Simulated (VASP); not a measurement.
# CaO (P6_3/mmc) in VASP: single point with PBE

Aim: the single point of CaO with PBE.

Program: VASP 6.6.1. These are calculated values, not measurements. Logs are shortened: lines on timing, memory, paths and dates and some standing lists are left out, and cuts for length are marked.

## (1) The cell of the first run

Symmetry: P6_3/mmc, No. 194, hexagonal system. Conventional cell: a = 3.992 Å, b = 3.992 Å, c = 4.785 Å, α = 90.00°, β = 90.00°, γ = 120.00°. Ca (site symmetry -6m2) has 5 O at 2.30 to 2.39 Å within 3.0 Å. Within 3.0 Å of O (site symmetry -6m2) lie 5 Ca at 2.30 to 2.39 Å.

## (2) Single point, PBE

INCAR

```
SYSTEM = CaO
PREC = Accurate ; ENCUT = 520
EDIFF = 1E-7 ; ISMEAR = -1
SIGMA = 0.05 ; LREAL = .False.
LASPH = .True. ; NELM = 60
ALGO = Normal ; ISIF = 2
LWAVE = .False. ; LCHARG = .True.
GGA = PE ; LELF = .True.
LVHAR = .True. ; NBANDS = 24
```

KPOINTS

```
Automatic mesh
0
Gamma
  8 8 6
  0 0 0
```

POSCAR

```
CaO
1.0
    3.9919758245      0.0000000000      0.0000000000
   -1.9959879122      3.4571524753      0.0000000000
    0.0000000000      0.0000000000      4.7848400100
Ca O
2 2
Direct
    0.6666666667      0.3333333333      0.2500000000
    0.3333333333      0.6666666667      0.7500000000
    0.6666666667      0.3333333333      0.7500000000
    0.3333333333      0.6666666667      0.2500000000
```

Potentials or basis: VASP PAW PBE potentials, release 64 (Ca_sv, O).

The run is started by

```
cat potpaw_PBE.64/Ca_sv/POTCAR potpaw_PBE.64/O/POTCAR > POTCAR
mpirun -np 1 vasp_std > vasp.out
```

OUTCAR:

```text
SYSTEM = CaO
   PREC = Accurate
   ENCUT = 520
   EDIFF = 1E-7
   ISMEAR = -1
   LREAL = .False.
   LASPH = .True.
   NELM = 60
   ISIF = 2
   GGA = PE

 ion  position               nearest neighbor table
   1  0.667  0.333  0.250-   4 2.30   4 2.30   4 2.30   3 2.39   3 2.39
   2  0.333  0.667  0.750-   3 2.30   3 2.30   3 2.30   4 2.39   4 2.39
   3  0.667  0.333  0.750-   2 2.30   2 2.30   2 2.30   1 2.39   1 2.39
   4  0.333  0.667  0.250-   1 2.30   1 2.30   1 2.30   2 2.39   2 2.39

  LATTYP: Found a hexagonal cell.
 ALAT       =     3.9919758245
 C/A-ratio  =     1.1986144757

  Lattice vectors:

 A1 = (   3.9919758245,   0.0000000000,   0.0000000000)
 A2 = (  -1.9959879122,   3.4571524753,   0.0000000000)
 A3 = (   0.0000000000,   0.0000000000,   4.7848400100)

Analysis of symmetry for initial positions (statically):
=====================================================================
 Subroutine PRICEL returns:
 Original cell was already a primitive cell.

 Routine SETGRP: Setting up the symmetry group for a
 hexagonal supercell.

 Subroutine GETGRP returns: Found 24 space group operations
 (whereof 12 operations were pure point group operations)
 out of a pool of 24 trial point group operations.

The static configuration has the point symmetry D_3d.
 The point group associated with its full space group is D_6h.

Analysis of symmetry for dynamics (positions and initial velocities):
=====================================================================
 Subroutine PRICEL returns:
 Original cell was already a primitive cell.

 Routine SETGRP: Setting up the symmetry group for a
 hexagonal supercell.

 Subroutine GETGRP returns: Found 24 space group operations
 (whereof 12 operations were pure point group operations)
 out of a pool of 24 trial point group operations.

The dynamic configuration has the point symmetry D_3d.
 The point group associated with its full space group is D_6h.

 Subroutine INISYM returns: Found 24 space group operations
 (whereof 12 operations are pure point group operations),
 and found     1 'primitive' translations

----------------------------------------------------------------------------------------

                                     Primitive cell

  volume of cell :      66.0350

  direct lattice vectors                    reciprocal lattice vectors
     3.991975824  0.000000000  0.000000000     0.250502519  0.144627697  0.000000000
    -1.995987912  3.457152475  0.000000000     0.000000000  0.289255394  0.000000000
     0.000000000  0.000000000  4.784840010     0.000000000  0.000000000  0.208993404

  length of vectors
     3.991975824  3.991975824  4.784840010     0.289255394  0.289255394  0.208993404

  position of ions in fractional coordinates (direct lattice)
     0.666666667  0.333333333  0.250000000
     0.333333333  0.666666667  0.750000000
     0.666666667  0.333333333  0.750000000
     0.333333333  0.666666667  0.250000000

  ion indices of the primitive-cell ions
   primitive index   ion index
                 1           1
                 2           2
                 3           3
                 4           4

----------------------------------------------------------------------------------------

 KPOINTS: Automatic mesh

Automatic generation of k-mesh.
 Grid dimensions read from file:
 generate k-points for:    8    8    6

 Generating k-lattice:

  Cartesian coordinates                     Fractional coordinates (reciprocal lattice)
     0.031312815  0.018078462  0.000000000     0.125000000  0.000000000  0.000000000
     0.000000000  0.036156924  0.000000000     0.000000000  0.125000000  0.000000000
     0.000000000  0.000000000  0.034832234     0.000000000  0.000000000  0.166666667

  Length of vectors
     0.036156924  0.036156924  0.034832234

  Shift w.r.t. Gamma in fractional coordinates (k-lattice)
     0.000000000  0.000000000  0.000000000

 Subroutine IBZKPT returns following result:
 ===========================================

 Found     40 irreducible k-points:

 Following reciprocal coordinates:
            Coordinates               Weight
  0.000000  0.000000  0.000000      1.000000
  0.125000  0.000000  0.000000      6.000000
  0.250000  0.000000  0.000000      6.000000
  0.375000 -0.000000  0.000000      6.000000
  0.500000  0.000000  0.000000      3.000000
  0.125000  0.125000  0.000000      6.000000
[... 16 lines left out ...]
  0.250000  0.000000  0.333333     12.000000
  0.375000 -0.000000  0.333333     12.000000
 [... further k-points ...]
   k-points           NKPTS =     40   k-points in BZ     NKDIM =     40   number of bands    NBANDS=     24
   number of dos      NEDOS =    301   number of ions     NIONS =      4
   total plane-waves  NPLWV =  32400
   dimension x,y,z NGX =    30 NGY =   30 NGZ =   36
   dimension x,y,z NGXF=    60 NGYF=   60 NGZF=   72
   ions per type =               2   2
   NGX,Y,Z   is equivalent  to a cutoff of  12.49, 12.49, 12.51 a.u.
   NGXF,Y,Z  is equivalent  to a cutoff of  24.99, 24.99, 25.02 a.u.
 SYSTEM =  CaO
   PREC   = accura    normal or accurate (medium, high low for compatibility)
   ISTART =      0    job   : 0-new  1-cont  2-samecut
   ICHARG =      2    charge: 1-file 2-atom 10-const
   ISPIN  =      1    spin polarized calculation?
   LNONCOLLINEAR =      F non collinear calculations
   LSORBIT =      F    spin-orbit coupling
   LASPH  =      T    aspherical Exc in radial PAW
   ENCUT  =  520.0 eV  38.22 Ry    6.18 a.u.   7.42  7.42  8.90*2*pi/ulx,y,z
   NELM   =     60;   NELMIN=  2; NELMDL= -5     # of ELM steps
   EDIFF  = 0.1E-06   stopping-criterion for ELM
   LREAL  =      F    real-space projection
   EDIFFG = 0.1E-05   stopping-criterion for IOM
   NSW    =      0    number of steps for IOM
   IBRION =     -1    ionic relax: 0-MD 1-quasi-New 2-CG
   NFREE  =      0    steps in history (QN), initial steepest desc. (CG)
   ISIF   =      2    stress and relaxation
   ISYM   =      2    0-nonsym 1-usesym 2-fastsym
   POTIM  = 0.5000    time-step for ionic-motion
   TEBEG  =    0.0;   TEEND  =   0.0 temperature during run
   PSTRESS=    0.0 pullay stress
   NELECT =      32.0000    total number of electrons
   NUPDOWN=      -1.0000    fix difference up-down
   EMIN   =  10.00;   EMAX   =-10.00  energy-range for DOS
   EFERMI =   0.00;   METHOD = LEGACY
   ISMEAR =    -1;   SIGMA  =   0.05  broadening in eV -4-tet -1-fermi 0-gaus
   EFERMI_NEDOS =   21; number of points for ismear=-14 and -15
   IALGO  =     38    algorithm
   IMIX   =      4    mixing-type and parameters
     AMIX     =   0.40;   BMIX     =  1.00
     AMIX_MAG =   1.60;   BMIX_MAG =  1.00
  volume/ion in A,a.u.               =      16.51       111.41
  Fermi-wavevector in a.u.,A,eV,Ry     =   1.285879  2.429960 22.497037  1.653486
  Thomas-Fermi vector in A             =   2.417987
   LORBIT       =      0    0 simple, 1 ext, 2 COOP (PROOUT), +10 PAW based schemes
   GGA     = PE    functional components
   LHFCALC =     F    Hartree Fock is set to
   AEXX    =    0.0000 exact exchange contribution
   IVDW    =     0    specifies the selected vdW correction
   LEPSILON=     F    determine dielectric tensor
   LRPA    =     F    only Hartree local field effects (RPA)
 non-spin polarized calculation
  energy-cutoff  :      520.00
  volume of cell :       66.03
 maximum number of plane-waves:      1811
 NGX is ok and might be reduce to    30
   NGX = 15   NGY = 15   NGZ = 17

 number of electron      31.9999992 magnetization

 Free energy of the ion-electron system (eV)
  ---------------------------------------------------
  ext. energy  EPLUGINS =         0.00000000
  ---------------------------------------------------
  free energy    TOTEN  =       -25.34533615 eV

  energy without entropy =      -25.34533615  energy(sigma->0) =      -25.34533615

 E-fermi :   2.3253     XC(G=0):  -9.3949

 val. band max:        1.3459033551   @ k =   0.0000   0.0000   0.0000
 cond. band min:       4.5069803739   @ k =   0.0000   0.0000   0.0000
 fundamental gap:      3.1610770189
 Fermi energy:         2.3252908530

 k-point     1 :       0.0000    0.0000    0.0000
  band No.  band energies     occupation
      1     -36.3094      2.00000
      2     -36.1788      2.00000
      3     -17.6469      2.00000
      4     -17.4065      2.00000
      5     -17.4065      2.00000
      6     -17.2107      2.00000
[... 16 lines left out ...]
     23       9.7795      0.00000
     24       9.8944      0.00000

 k-point     2 :       0.1250    0.0000    0.0000
  band No.  band energies     occupation
      1     -36.3031      2.00000
      2     -36.1814      2.00000
      3     -17.6260      2.00000
      4     -17.4720      2.00000
      5     -17.4198      2.00000
      6     -17.2910      2.00000
[... 16 lines left out ...]
     23       9.4574      0.00000
     24       9.7852      0.00000

 k-point     3 :       0.2500    0.0000    0.0000
  band No.  band energies     occupation
      1     -36.2864      2.00000
      2     -36.1891      2.00000
      3     -17.6209      2.00000
      4     -17.5684      2.00000
      5     -17.4653      2.00000
      6     -17.4499      2.00000
[... 16 lines left out ...]
     23       9.5015      0.00000
     24       9.7282      0.00000

 k-point     4 :       0.3750   -0.0000    0.0000
  band No.  band energies     occupation
      1     -36.2652      2.00000
      2     -36.2012      2.00000
      3     -17.7597      2.00000
      4     -17.6180      2.00000
      5     -17.4915      2.00000
      6     -17.4781      2.00000
[... 16 lines left out ...]
     23       9.6221      0.00000
     24       9.8779      0.00000

 k-point     5 :       0.5000    0.0000    0.0000
  band No.  band energies     occupation
      1     -36.2530      2.00000
      2     -36.2096      2.00000
      3     -17.8148      2.00000
      4     -17.6762      2.00000
      5     -17.4893      2.00000
      6     -17.4443      2.00000
[... 451 lines left out ...]
 k-point    22 :       0.1250    0.0000    0.3333
  band No.  band energies     occupation
      1     -36.2722      2.00000
      2     -36.2113      2.00000
      3     -17.7264      2.00000
      4     -17.5373      2.00000
      5     -17.3668      2.00000
      6     -17.3320      2.00000
[... 16 lines left out ...]
     23       9.7837      0.00000
     24      10.0384      0.00000

 k-point    23 :       0.2500    0.0000    0.3333
  band No.  band energies     occupation
      1     -36.2614      2.00000
      2     -36.2127      2.00000
      3     -17.8688      2.00000
      4     -17.7475      2.00000
      5     -17.3893      2.00000
      6     -17.2852      2.00000
[... 16 lines left out ...]
     23       9.7589      0.00000
     24       9.9034      0.00000

 k-point    24 :       0.3750   -0.0000    0.3333
  band No.  band energies     occupation
      1     -36.2484      2.00000
      2     -36.2164      2.00000
      3     -17.9935      2.00000
      4     -17.9116      2.00000
      5     -17.4109      2.00000
      6     -17.2757      2.00000
[... 16 lines left out ...]
     23       9.8417      0.00000
     24       9.8729      0.00000

 [... further k-points ...]
[... 5 lines left out ...]
  --------------------------------------------------------------------------------------
  -------------------------------------------------------------------------------------
  Total        0.5624237      0.5624237      0.7143838      0.0000000      0.0000000      0.0000000
  in kB       13.6458418     13.6458418     17.3327833      0.0000000      0.0000000      0.0000000
  external PRESSURE =      14.8748223 kB  Pullay stress =       0.0000000 kB

 VOLUME and BASIS-vectors are now :
 -----------------------------------------------------------------------------
  energy-cutoff  :      520.00
  volume of cell :       66.03
      direct lattice vectors                 reciprocal lattice vectors
     3.991975824  0.000000000  0.000000000     0.250502519  0.144627697  0.000000000
    -1.995987912  3.457152475  0.000000000     0.000000000  0.289255394  0.000000000
     0.000000000  0.000000000  4.784840010     0.000000000  0.000000000  0.208993404

 POSITION                                       TOTAL-FORCE (eV/Angst)
 -----------------------------------------------------------------------------------
      1.99599      1.15238      1.19621         0.000000     -0.000000      0.000000
     -0.00000      2.30477      3.58863         0.000000      0.000000      0.000000
      1.99599      1.15238      3.58863         0.000000     -0.000000     -0.000000
     -0.00000      2.30477      1.19621        -0.000000      0.000000     -0.000000
 -----------------------------------------------------------------------------------
    total drift:                               -0.000000      0.000000     -0.000000

  FREE ENERGIE OF THE ION-ELECTRON SYSTEM (eV)
  ---------------------------------------------------
  free  energy   TOTEN  =       -25.3453361503 eV

  energy  without entropy=      -25.3453361503  energy(sigma->0) =      -25.34533615
```

It took 38 s on 1 thread of Intel Xeon 6975P-C (Granite Rapids), shared host; peak memory 0.2 GiB.

Results:

- Free energy: -25.3453 eV
- Pressure: 1.5 GPa
- Band gap on the k mesh: 3.16 eV

Stress tensor (GPa, compression positive):
```
1.36 0.00 0.00
0.00 1.36 0.00
0.00 0.00 1.73
```

A k mesh can miss the band edges.
